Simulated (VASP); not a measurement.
## P: single point with PBEsol+D3(BJ)

Crystal: P.

```
P
1.0
     1.72573    0.99635    3.12968
    -1.72573    0.99635    3.12968
     0.00000   -1.99270    3.12968
P
2
Direct
  0.22708 0.22708 0.22708
  0.77292 0.77292 0.77292
```

```yaml
Program: VASP 6.6.1
Task: single point
Functional: PBEsol
Dispersion: D3(BJ)
Potentials_or_basis: VASP PAW PBE potentials, release 64 (P)
Cutoff: 520 eV
k_mesh: 18 × 18 × 18
Occupations: gaussian, width 0.15 eV
Spin: no spin polarisation
```

The pressure is -5.3 GPa. The largest force is 0.296 eV/Å and the band gap on the k mesh is zero (bands 5 and 6 overlap by 0.81 eV). The dispersion energy per atom is -0.350 eV.

Forces on the atoms (eV/Å):
```
P    0.000  0.000  0.296
P    0.000  0.000 -0.296
```

Stress tensor (GPa, compression positive):
```
-4.86  0.00  0.00
 0.00 -4.86  0.00
 0.00  0.00 -6.06
```

Levels at points of the mesh, in eV from the Fermi level:
```
           k point  band 2  band 3  band 4  band 5  band 6  band 7  band 8  band 9
(0.00, 0.00, 0.00)   -3.58   -3.14   -2.88   -2.88    1.30    2.62    2.62    5.78
(0.50, 0.00, 0.00)  -11.92   -3.85   -3.38   -0.68   -0.26    0.14    0.54    8.74
(0.50, 0.50, 0.00)  -10.07   -6.82   -5.42   -5.40   -0.02    6.14    7.49    8.35
(0.50, 0.50, 0.50)  -10.91   -2.81   -2.81   -0.13   -0.13    0.10    2.33    8.59
```

Run time: 2.4 min on 1 thread of Intel(R) Xeon(R) Platinum 8259CL CPU @ 2.50GHz (Skylake/Cascade Lake) (shared host), peak memory 0.3 GiB.

Caveat: the cell stands under tension; the PAW data sets were made with another functional, which shifts forces and pressure a little.
